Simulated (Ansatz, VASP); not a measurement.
One calculation of W, two programs

```xyz
4
Lattice="2.7083 0.0000 0.0000 -1.3542 2.3455 0.0000 0.0000 0.0000 9.5064" Properties=species:S:1:pos:R:3 pbc="T T T"
W     1.3542    2.3455    0.0000
W     2.7083    0.0000    4.7532
W     0.0000    1.5637    2.3766
W     1.3542    0.7818    7.1298
```

Alike in both runs: task single point; functional LDA; k mesh 15 × 15 × 4; occupations fermi-dirac, width 0.1 eV; no spin polarisation.

|  | VASP | Ansatz |
| --- | --- | --- |
| version | VASP 6.6.1 | Ansatz 0.2.0 |
| potentials or method | VASP PAW LDA potentials, release 64 (W_sv), cutoff 520 eV | plane waves (420 eV) with PAW, scalar-relativistic |
| valence electrons in the cell | 56 | 56 |

```tsv
	VASP	Ansatz	Ansatz less VASP
pressure (GPa)	15.8	13.6	-2.15
traceless stress, the component that is largest in VASP (GPa)	-2.32	-1.96	+0.354
```

Ansatz warns that its potentials were made for another functional, while VASP's fit it. LDA's correlation is that of Perdew and Zunger in VASP and of Perdew and Wang (1992) in Ansatz.

Spin-orbit coupling is off throughout.
